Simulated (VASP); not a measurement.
# GdN in VASP: further runs

Runs on GdN. Level: r2SCAN. Tasks: single point.

All numbers are computed with VASP 6.6.1; they aren't measurements. Logs are shortened: lines on timing, memory, paths and dates and some standing lists are left out, and cuts for length are marked.

## 1. The cell of the first run

The structure is cubic, space group Pm-3m (No. 221). The conventional cell has a = 3.019 Å, b = 3.019 Å, c = 3.019 Å, α = 90.00°, β = 90.00°, γ = 90.00°. Gd (site symmetry m-3m) has 8 N at 2.61 Å and 6 Gd at 3.02 Å within 3.4 Å. Within 3.4 Å of N (site symmetry m-3m) lie 8 Gd at 2.61 Å and 6 N at 3.02 Å.

## 2. Single point, r2SCAN, collinear spin, antiferromagnetic start

Contents of POSCAR:

```
GdN
1.0
    3.0188911066      0.0000000000      3.0188911066
    0.0000000000      3.0188911066      3.0188911066
    0.0000000000      0.0000000000      6.0377822132
Gd N
2 2
Direct
    0.0000000000      0.0000000000      0.0000000000
    0.0000000000      0.0000000000      0.5000000000
    0.5000000000      0.5000000000      0.7500000000
    0.5000000000      0.5000000000      0.2500000000
```

Contents of INCAR.step1:

```
SYSTEM = GdN
PREC     = Accurate       ! precision mode
ENCUT    = 520            ! plane-wave cutoff, eV
ISMEAR   = 0              ! smearing method
SIGMA    = 0.05           ! smearing width, eV
LREAL    = .False.        ! projectors in reciprocal space
LASPH    = .True.         ! aspherical terms in the spheres
NELM     = 150            ! most SCF steps
ISPIN    = 2              ! spin polarisation
MAGMOM   = 7 -7 0 0       ! initial moments
LMAXMIX  = 6              ! l up to which the mixer works
NBANDS   = 35             ! bands
GGA      = PE             ! functional
ALGO     = Normal         ! electronic algorithm
EDIFF    = 1E-4           ! SCF threshold, eV
LWAVE    = .True.         ! write WAVECAR
LCHARG   = .False.        ! write CHGCAR
```

Contents of INCAR.step2:

```
SYSTEM = GdN
PREC     = Accurate       ! precision mode
ENCUT    = 520            ! plane-wave cutoff, eV
EDIFF    = 1E-6           ! SCF threshold, eV
ISMEAR   = 0              ! smearing method
SIGMA    = 0.05           ! smearing width, eV
LREAL    = .False.        ! projectors in reciprocal space
LASPH    = .True.         ! aspherical terms in the spheres
NELM     = 150            ! most SCF steps
ALGO     = Normal         ! electronic algorithm
ISIF     = 2              ! what is computed and relaxed
LWAVE    = .False.        ! write WAVECAR
LCHARG   = .False.        ! write CHGCAR
ISPIN    = 2              ! spin polarisation
MAGMOM   = 7 -7 0 0       ! initial moments
LORBIT   = 11             ! projections on sites
LMAXMIX  = 6              ! l up to which the mixer works
METAGGA  = R2SCAN         ! meta-GGA
LMIXTAU  = .True.       
NBANDS   = 35             ! bands
ISTART   = 1
```

Contents of KPOINTS:

```
Automatic mesh
0
Gamma
  12 12 6
  0 0 0
```

Potentials or basis: VASP PAW PBE potentials, release 64 (Gd, N).

Started as:

```
$ cat potpaw_PBE.64/Gd/POTCAR potpaw_PBE.64/N/POTCAR > POTCAR
$ cp INCAR.step1 INCAR
$ mpirun -np 1 vasp_std > vasp.out
$ cp INCAR.step2 INCAR
$ mpirun -np 1 vasp_std > vasp.out
```

OUTCAR:

```text
SYSTEM = GdN
   PREC = Accurate
   ENCUT = 520
   EDIFF = 1E-6
   ISMEAR = 0
   LREAL = .False.
   LASPH = .True.
   NELM = 150
   ISIF = 2
   ISPIN = 2
   LORBIT = 11
   METAGGA = R2SCAN
   ISTART = 1

 ion  position               nearest neighbor table
   1  0.000  0.000  0.000-   3 2.61   4 2.61   3 2.61   4 2.61   3 2.61   4 2.61   3 2.61   4 2.61
                             2 3.02   2 3.02   2 3.02   2 3.02   2 3.02   2 3.02
   2  0.000  0.000  0.500-   4 2.61   3 2.61   3 2.61   4 2.61   3 2.61   4 2.61   4 2.61   3 2.61
                             1 3.02   1 3.02   1 3.02   1 3.02   1 3.02   1 3.02
   3  0.500  0.500  0.750-   2 2.61   1 2.61   1 2.61   2 2.61   1 2.61   2 2.61   2 2.61   1 2.61

   4  0.500  0.500  0.250-   1 2.61   2 2.61   1 2.61   2 2.61   1 2.61   2 2.61   1 2.61   2 2.61

  LATTYP: Found a face centered cubic cell.
 ALAT       =     6.0377822132

  Lattice vectors:

 A1 = (   3.0188911066,  -3.0188911066,   0.0000000000)
 A2 = (   3.0188911066,   0.0000000000,   3.0188911066)
 A3 = (   0.0000000000,  -3.0188911066,   3.0188911066)

Analysis of symmetry for initial positions (statically):
=====================================================================
 Subroutine PRICEL returns following result:

  LATTYP: Found a simple cubic cell.
 ALAT       =     3.0188911066
[... 12 lines left out ...]
 Subroutine GETGRP returns: Found 48 space group operations
 (whereof 48 operations were pure point group operations)
 out of a pool of 48 trial point group operations.

The static configuration has the point symmetry O_h .

Analysis of symmetry for dynamics (positions and initial velocities):
=====================================================================
 Subroutine PRICEL returns following result:

  LATTYP: Found a simple cubic cell.
 ALAT       =     3.0188911066
[... 12 lines left out ...]
 Subroutine GETGRP returns: Found 48 space group operations
 (whereof 48 operations were pure point group operations)
 out of a pool of 48 trial point group operations.

The dynamic configuration has the point symmetry O_h .

Analysis of structural, dynamic, and magnetic symmetry:
=====================================================================
 Subroutine PRICEL returns following result:

  LATTYP: Found a simple cubic cell.
 ALAT       =     3.0188911066
[... 12 lines left out ...]
 Subroutine GETGRP returns: Found 48 space group operations
 (whereof 48 operations were pure point group operations)
 out of a pool of 48 trial point group operations.

The overall configuration has the point symmetry O_h .

 Subroutine INISYM returns: Found 48 space group operations
 (whereof 48 operations are pure point group operations),
 and found     2 'primitive' translations

----------------------------------------------------------------------------------------

                                     Primitive cell

  volume of cell :      27.5133

  direct lattice vectors                    reciprocal lattice vectors
     0.000000000 -3.018891107  0.000000000     0.000000000 -0.331247456  0.000000000
     3.018891107  0.000000000  0.000000000     0.331247456  0.000000000  0.000000000
     0.000000000  0.000000000  3.018891107     0.000000000  0.000000000  0.331247456

  length of vectors
     3.018891107  3.018891107  3.018891107     0.331247456  0.331247456  0.331247456

  position of ions in fractional coordinates (direct lattice)
     0.000000000  0.000000000  0.000000000
     0.500000000  0.500000000  0.500000000

  ion indices of the primitive-cell ions
   primitive index   ion index
                 1           1
                 2           3

----------------------------------------------------------------------------------------

 KPOINTS: Automatic mesh

Automatic generation of k-mesh.
 Grid dimensions read from file:
 generate k-points for:   12   12    6

 Generating k-lattice:

  Cartesian coordinates                     Fractional coordinates (reciprocal lattice)
     0.027603955  0.000000000  0.000000000     0.083333333  0.000000000  0.000000000
     0.000000000  0.027603955  0.000000000     0.000000000  0.083333333  0.000000000
    -0.027603955 -0.027603955  0.027603955     0.000000000  0.000000000  0.166666667

  Length of vectors
     0.027603955  0.027603955  0.047811452

  Shift w.r.t. Gamma in fractional coordinates (k-lattice)
     0.000000000  0.000000000  0.000000000

 Subroutine IBZKPT returns following result:
 ===========================================

 Found     44 irreducible k-points:

 Following reciprocal coordinates:
            Coordinates               Weight
  0.000000  0.000000  0.000000      1.000000
  0.083333  0.000000  0.000000      6.000000
  0.166667  0.000000  0.000000      6.000000
  0.250000  0.000000  0.000000      6.000000
  0.333333  0.000000  0.000000      6.000000
  0.416667  0.000000  0.000000      6.000000
[... 16 lines left out ...]
  0.333333  0.333333  0.000000     12.000000
  0.416667  0.333333  0.000000     24.000000
 [... further k-points ...]
   k-points           NKPTS =     44   k-points in BZ     NKDIM =     44   number of bands    NBANDS=     35
   number of dos      NEDOS =    301   number of ions     NIONS =      4
   total plane-waves  NPLWV =  49152
   dimension x,y,z NGX =    32 NGY =   32 NGZ =   48
   dimension x,y,z NGXF=    64 NGYF=   64 NGZF=   96
   ions per type =               2   2
   NGX,Y,Z   is equivalent  to a cutoff of  12.46, 12.46, 13.22 a.u.
   NGXF,Y,Z  is equivalent  to a cutoff of  24.92, 24.92, 26.43 a.u.
 SYSTEM =  GdN
   PREC   = accura    normal or accurate (medium, high low for compatibility)
   ISTART =      1    job   : 0-new  1-cont  2-samecut
   ICHARG =      0    charge: 1-file 2-atom 10-const
   ISPIN  =      2    spin polarized calculation?
   LNONCOLLINEAR =      F non collinear calculations
   LSORBIT =      F    spin-orbit coupling
   LASPH  =      T    aspherical Exc in radial PAW
   ENCUT  =  520.0 eV  38.22 Ry    6.18 a.u.   7.94  7.94 11.23*2*pi/ulx,y,z
   NELM   =    150;   NELMIN=  2; NELMDL=  0     # of ELM steps
   EDIFF  = 0.1E-05   stopping-criterion for ELM
   LREAL  =      F    real-space projection
   EDIFFG = 0.1E-04   stopping-criterion for IOM
   NSW    =      0    number of steps for IOM
   IBRION =     -1    ionic relax: 0-MD 1-quasi-New 2-CG
   NFREE  =      0    steps in history (QN), initial steepest desc. (CG)
   ISIF   =      2    stress and relaxation
   ISYM   =      2    0-nonsym 1-usesym 2-fastsym
   POTIM  = 0.5000    time-step for ionic-motion
   TEBEG  =    0.0;   TEEND  =   0.0 temperature during run
   PSTRESS=    0.0 pullay stress
   NELECT =      46.0000    total number of electrons
   NUPDOWN=      -1.0000    fix difference up-down
   EMIN   =  10.00;   EMAX   =-10.00  energy-range for DOS
   EFERMI =   0.00;   METHOD = LEGACY
   ISMEAR =     0;   SIGMA  =   0.05  broadening in eV -4-tet -1-fermi 0-gaus
   EFERMI_NEDOS =   21; number of points for ismear=-14 and -15
   IALGO  =     38    algorithm
   IMIX   =      4    mixing-type and parameters
     AMIX     =   0.40;   BMIX     =  1.00
     AMIX_MAG =   1.60;   BMIX_MAG =  1.00
  volume/ion in A,a.u.               =      13.76        92.83
  Fermi-wavevector in a.u.,A,eV,Ry     =   1.542186  2.914308 32.359234  2.378337
  Thomas-Fermi vector in A             =   2.648026
   LORBIT       =     11    0 simple, 1 ext, 2 COOP (PROOUT), +10 PAW based schemes
   METAGGA = R2SCAN    functional components
   LHFCALC =     F    Hartree Fock is set to
   AEXX    =    0.0000 exact exchange contribution
   IVDW    =     0    specifies the selected vdW correction
   LEPSILON=     F    determine dielectric tensor
   LRPA    =     F    only Hartree local field effects (RPA)
 spin polarized calculation
 Gauss-broadening in eV      SIGMA  =   0.05
  energy-cutoff  :      520.00
  volume of cell :       55.03
 maximum number of plane-waves:      1524
 NGX is ok and might be reduce to    32

 number of electron      46.0000001 magnetization      -0.0000000

 number of electron      46.0000001 magnetization       0.0000000

 Free energy of the ion-electron system (eV)
  ---------------------------------------------------
  ext. energy  EPLUGINS =         0.00000000
  ---------------------------------------------------
  free energy    TOTEN  =      -104.24557388 eV

  energy without entropy =     -104.24500560  energy(sigma->0) =     -104.24528974

 E-fermi :   5.0950     XC(G=0): -13.0875

 val. band max:        5.0365789921   @ k =   0.4167   0.4167   0.0000
 cond. band min:       5.0990233866   @ k =   0.0000   0.0000   0.0000
 fundamental gap:      0.0624443945
 Fermi energy:         5.0950240786

 spin component 1

 k-point     1 :       0.0000    0.0000    0.0000
  band No.  band energies     occupation
      1     -41.2055      1.00000
      2     -37.4696      1.00000
      3     -18.0543      1.00000
      4     -18.0543      1.00000
      5     -18.0542      1.00000
      6     -15.2866      1.00000
[... 901 lines left out ...]
     34      10.4966      0.00000
     35      10.9086      0.00000

 [... further k-points ...]

 spin component 2

 k-point     1 :       0.0000    0.0000    0.0000
  band No.  band energies     occupation
      1     -41.2055      1.00000
      2     -37.4696      1.00000
      3     -18.0543      1.00000
      4     -18.0543      1.00000
      5     -18.0542      1.00000
      6     -15.2866      1.00000
[... 901 lines left out ...]
     34      10.4966      0.00000
     35      10.9086      0.00000

 [... further k-points ...]

------------------------ aborting loop because EDIFF is reached ----------------------------------------

  FORCE on cell =-STRESS in cart. coord.  units (eV):
  Direction    XX          YY          ZZ          XY          YZ          ZX
  --------------------------------------------------------------------------------------
  -------------------------------------------------------------------------------------
  Total        0.1359613      0.1359613      0.1359613      0.0000000     -0.0000000     -0.0000000
  in kB        3.9587088      3.9587088      3.9587088      0.0000000     -0.0000000     -0.0000000
  external PRESSURE =       3.9587088 kB  Pullay stress =       0.0000000 kB

 VOLUME and BASIS-vectors are now :
 -----------------------------------------------------------------------------
  energy-cutoff  :      520.00
  volume of cell :       55.03
      direct lattice vectors                 reciprocal lattice vectors
     3.018891107  0.000000000  3.018891107     0.331247456  0.000000000  0.000000000
     0.000000000  3.018891107  3.018891107     0.000000000  0.331247456  0.000000000
     0.000000000  0.000000000  6.037782213    -0.165623728 -0.165623728  0.165623728

 POSITION                                       TOTAL-FORCE (eV/Angst)
 -----------------------------------------------------------------------------------
      0.00000      0.00000      0.00000         0.000000     -0.000000     -0.000000
      0.00000      0.00000      3.01889        -0.000000      0.000000      0.000000
      1.50945      1.50945      7.54723         0.000000     -0.000000     -0.000000
      1.50945      1.50945      4.52834         0.000000     -0.000000      0.000000
 -----------------------------------------------------------------------------------
    total drift:                                0.000000      0.000000      0.000000

  FREE ENERGIE OF THE ION-ELECTRON SYSTEM (eV)
  ---------------------------------------------------
  free  energy   TOTEN  =      -104.2455738821 eV

  energy  without entropy=     -104.2450056015  energy(sigma->0) =     -104.24528974

 total charge

# of ion       s       p       d       f       tot
--------------------------------------------------
    1        2.043   5.666   0.542   7.034  15.286
    2        2.043   5.666   0.542   7.034  15.286
    3        1.248   2.406   0.000   0.000   3.653
    4        1.248   2.406   0.000   0.000   3.653
--------------------------------------------------
tot          6.581  16.144   1.084  14.069  37.878

 magnetization (x)

# of ion       s       p       d       f       tot
--------------------------------------------------
    1       -0.008  -0.128   0.055   6.811   6.729
    2        0.008   0.128  -0.055  -6.811  -6.729
    3        0.000   0.000   0.000   0.000   0.000
    4        0.000   0.000   0.000   0.000   0.000
--------------------------------------------------
tot          0.000   0.000   0.000   0.000   0.000
```

It took 16 min on 1 thread of Intel Xeon Platinum 8559C (Emerald Rapids), shared host; peak memory 0.36 GiB.

What came out:

| Quantity | Value |
| --- | --- |
| Free energy | -104.2456 eV |
| Pressure | 0.4 GPa |
| Band gap on the k mesh | zero (filled and empty bands overlap) |
| Net moment | 0.00 μB per cell |
| Site moments | Gd +6.73, -6.73; N +0.00 μB |
| Valence electrons inside the program's atomic spheres | Gd 15.29; N 3.65 |

Levels at points of the mesh, in eV from the Fermi level:
Spin up:
```csv
k point,band 21,band 22,band 23,band 24,band 25,band 26
"(0.00, 0.00, 0.00)",-0.40,-0.40,0.00,0.00,0.00,2.58
"(0.50, 0.00, 0.00)",-1.30,-1.30,0.13,0.77,1.26,2.40
"(0.00, 0.00, 0.50)",-2.27,-1.83,-1.49,2.00,2.00,2.27
```
Spin down:
```
           k point  band 19  band 20  band 21  band 22  band 23  band 24  band 25  band 26  band 27  band 28
(0.00, 0.00, 0.00)    -4.56    -4.40    -0.40    -0.40     0.00     0.00     0.00     2.58     2.58     2.58
(0.50, 0.00, 0.00)    -1.81    -1.81    -1.30    -1.30     0.13     0.77     1.26     2.40     2.44     2.44
(0.00, 0.00, 0.50)    -2.61    -2.27    -2.27    -1.83    -1.49     2.00     2.00     2.27     2.58     2.63
```

Caveat: the antiferromagnetic order is the one typed at the start, and another may lie lower; the PAW data sets were made with another functional, which shifts forces and pressure a little; spin-orbit coupling is left out, which moves the levels of the heavy elements; semilocal functionals describe open f shells poorly, which spoils levels, moments and volumes. With open d or f shells a metallic result of r2SCAN can be an artefact of self-interaction; +U or a hybrid may open a gap.

## 3. Single point, r2SCAN, collinear spin, ferromagnetic start

This run uses another cell than the first one: it holds 2 atoms, not 4.

Contents of POSCAR:

```
GdN
1.0
    3.0188911066      0.0000000000      0.0000000000
    0.0000000000      2.9887021955      0.0000000000
    0.0000000000      0.0000000000      3.0188911066
Gd N
1 1
Direct
    0.0000000000      0.0000000000      0.0000000000
    0.5000000000      0.5000000000      0.5000000000
```

Contents of INCAR.step1:

```
  PREC = Accurate
  ENCUT = 520
  ISMEAR = 0
  SIGMA = 0.05
  LREAL = F
  LASPH = T
  NELM = 150
  ISPIN = 2
  MAGMOM = 7.65 0
  LMAXMIX = 6
  NBANDS = 22
  GGA = PE
  ALGO = Normal
  EDIFF = 1E-4
  LWAVE = T
  LCHARG = F
```

Contents of INCAR.step2:

```
  PREC = Accurate
  ENCUT = 520
  EDIFF = 1E-6
  ISMEAR = 0
  SIGMA = 0.05
  LREAL = F
  LASPH = T
  NELM = 150
  ALGO = Normal
  ISIF = 2
  LWAVE = F
  LCHARG = F
  ISPIN = 2
  MAGMOM = 7.65 0
  LORBIT = 11
  LMAXMIX = 6
  METAGGA = R2SCAN
  LMIXTAU = T
  NBANDS = 22
  ISTART = 1
```

Contents of KPOINTS:

```
regular mesh
0
Gamma
  12 12 12
```

Potentials or basis: VASP PAW PBE potentials, release 64 (Gd, N).

Started as:

```
$ cat potpaw_PBE.64/Gd/POTCAR potpaw_PBE.64/N/POTCAR > POTCAR
$ cp INCAR.step1 INCAR
$ mpirun -np 1 vasp_std > vasp.out
$ cp INCAR.step2 INCAR
$ mpirun -np 1 vasp_std > vasp.out
```

Run time: 6.5 min. Hardware: 1 thread of Intel Xeon Platinum 8559C (Emerald Rapids), shared host; peak memory 0.32 GiB.

The run converged. Its results:

```yaml
Free_energy: -52.1525 eV
Pressure: 1.7 GPa
Band_gap_on_the_k_mesh: zero (filled and empty bands overlap)
Net_moment: 7.00 μB per cell
Site_moments: Gd +6.79; N -0.09 μB
Valence_electrons_inside_the_program's_atomic_spheres: Gd 15.30; N 3.66
```

Stress tensor (GPa, compression positive):
```
0.19 0.00 0.00
0.00 4.77 0.00
0.00 0.00 0.19
```

Levels at points of the mesh, in eV from the Fermi level:
Spin up:
| k point | band 11 | band 12 | band 13 | band 14 | band 15 | band 16 | band 17 | band 18 | band 19 | band 20 |
| --- | --- | --- | --- | --- | --- | --- | --- | --- | --- | --- |
| (0.00, 0.00, 0.00) | -4.70 | -4.51 | -1.04 | -1.00 | 0.25 | 0.25 | 0.36 | 5.16 | 7.42 | 7.54 |
| (0.50, 0.00, 0.00) | -4.55 | -4.49 | -4.49 | -1.52 | -1.34 | 0.06 | 6.49 | 7.97 | 8.00 | 8.15 |
| (0.00, 0.50, 0.00) | -4.56 | -4.49 | -4.49 | -1.50 | -1.50 | 0.17 | 6.67 | 7.85 | 7.85 | 8.08 |
| (0.50, 0.50, 0.00) | -4.51 | -4.47 | -1.85 | -1.81 | 0.60 | 0.63 | 3.10 | 4.17 | 4.30 | 10.27 |
| (0.50, 0.00, 0.50) | -4.51 | -4.47 | -1.84 | -1.84 | 0.50 | 0.69 | 3.32 | 4.40 | 4.40 | 10.13 |
| (0.50, 0.50, 0.50) | -4.69 | -4.55 | -4.54 | -4.54 | -4.40 | 8.40 | 8.40 | 8.51 | 10.46 | 10.62 |
Spin down:
| k point | band 6 | band 7 | band 8 | band 9 | band 10 | band 11 |
| --- | --- | --- | --- | --- | --- | --- |
| (0.00, 0.00, 0.00) | -0.37 | -0.37 | -0.28 | 0.09 | 0.09 | 2.35 |
| (0.50, 0.00, 0.00) | -4.73 | -1.44 | -1.27 | 1.34 | 1.95 | 2.15 |
| (0.00, 0.50, 0.00) | -4.73 | -1.42 | -1.42 | 1.43 | 1.94 | 2.15 |
| (0.50, 0.50, 0.00) | -2.05 | -2.02 | -0.49 | 1.94 | 2.29 | 2.30 |
| (0.50, 0.00, 0.50) | -2.01 | -2.01 | -0.40 | 1.85 | 2.29 | 2.29 |
| (0.50, 0.50, 0.50) | -4.98 | -4.98 | -4.94 | 2.33 | 2.35 | 2.35 |

Caveat: the PAW data sets were made with another functional, which shifts forces and pressure a little; spin-orbit coupling is left out, which moves the levels of the heavy elements; a cell with one magnetic atom can't hold antiferromagnetic order, which such compounds often take; semilocal functionals describe open f shells poorly, which spoils levels, moments and volumes.

The gap in the log of VASP goes by the Fermi energy; the results here count the filled bands.